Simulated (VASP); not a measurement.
# Ge: single point with BLYP+D4

The system is Ge.

```
Ge
1.0
     0.00000    2.82891    2.82891
     2.82891    0.00000    2.82891
     2.82891    2.82891    0.00000
Ge
2
Direct
  0.75000 0.75000 0.75000
  0.50000 0.50000 0.50000
```

```
Program                : VASP 6.6.1
Task                   : single point
Functional             : BLYP
Dispersion             : D4
Potentials or basis    : VASP PAW PBE potentials, release 64 (Ge_d)
Cutoff                 : 520 eV
k mesh                 : 8 × 8 × 8
Occupations            : fermi-dirac, width 0.05 eV
Spin                   : no spin polarisation
Dipole correction      : no
Further INCAR settings : ALGO = Normal; EDIFF = 1e-06; NBANDS = 21
```

```
Pressure                   : 3.0 GPa
Band gap on the k mesh     : zero (filled and empty bands touch)
Dispersion energy per atom : -0.620 eV
```

Levels at points of the mesh, in eV from the Fermi level:
```
           k point  band 12  band 13  band 14  band 15  band 16  band 17
(0.00, 0.00, 0.00)    -0.20    -0.02    -0.02    -0.02     2.56     2.56
(0.50, 0.00, 0.00)    -7.61    -1.42    -1.42     0.14     3.80     3.80
(0.50, 0.50, 0.00)    -8.95    -3.06    -3.06     0.87     0.87     9.39
```

Run time: 26 s on 1 thread of AMD EPYC 9R45 96-Core Processor (Zen 5), with other jobs on the host, peak memory 0.14 GiB.

Caveat: semilocal functionals underestimate gaps, so a narrow gap can read as zero; the PAW data sets were made with another functional, which shifts forces and pressure a little.
